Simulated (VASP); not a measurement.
A run of VASP 6.6.1:

File INCAR:

```
SYSTEM = Nb2PdSe4
PREC = Accurate
ENCUT = 520
EDIFF = 1E-6
ISMEAR = 0
SIGMA = 0.15
LREAL = .FALSE.
LASPH = .TRUE.
NELM = 60
ALGO = Normal
ISIF = 2
LWAVE = .FALSE.
LCHARG = .TRUE.
GGA = PE
LELF = .TRUE.
LVHAR = .TRUE.
NBANDS = 39
```

File KPOINTS:

```
regular mesh
0
G
  4 4 1
  0 0 0
```

File POSCAR:

```
Nb2PdSe4
1.0
    3.5732196119      0.0000000000      0.0000000000
   -1.7866098059      3.0944989572      0.0000000000
    0.0000000000      0.0000000000     13.8630772109
Nb Pd Se
2 1 4
Direct
    0.0000000000      0.0000000000      0.2413431953
    0.0000000000      0.0000000000      0.7586568047
    0.0000000000      0.0000000000      0.0000000000
    0.6666666667      0.3333333333      0.3580144872
    0.3333333333      0.6666666667      0.1228959310
    0.3333333333      0.6666666667      0.6419855128
    0.6666666667      0.3333333333      0.8771040690
```

Potentials or basis: VASP PAW PBE potentials, release 64 (Nb_sv, Pd, Se).

Run with:

```bash
$ cat potpaw_PBE.64/Nb_sv/POTCAR potpaw_PBE.64/Pd/POTCAR potpaw_PBE.64/Se/POTCAR > POTCAR
$ mpirun -np 1 vasp_std > vasp.out
```

Hardware: 1 thread of Intel(R) Xeon(R) Platinum 8375C CPU @ 2.90GHz (Ice Lake), on a shared host.

**Question.** How long does it take, and how much memory?

**Answer.** It took 36 s on 1 thread of Intel(R) Xeon(R) Platinum 8375C CPU @ 2.90GHz (Ice Lake), with other jobs on the host, peak memory 0.27 GiB. Counts: scf iterations 16, k points 4.
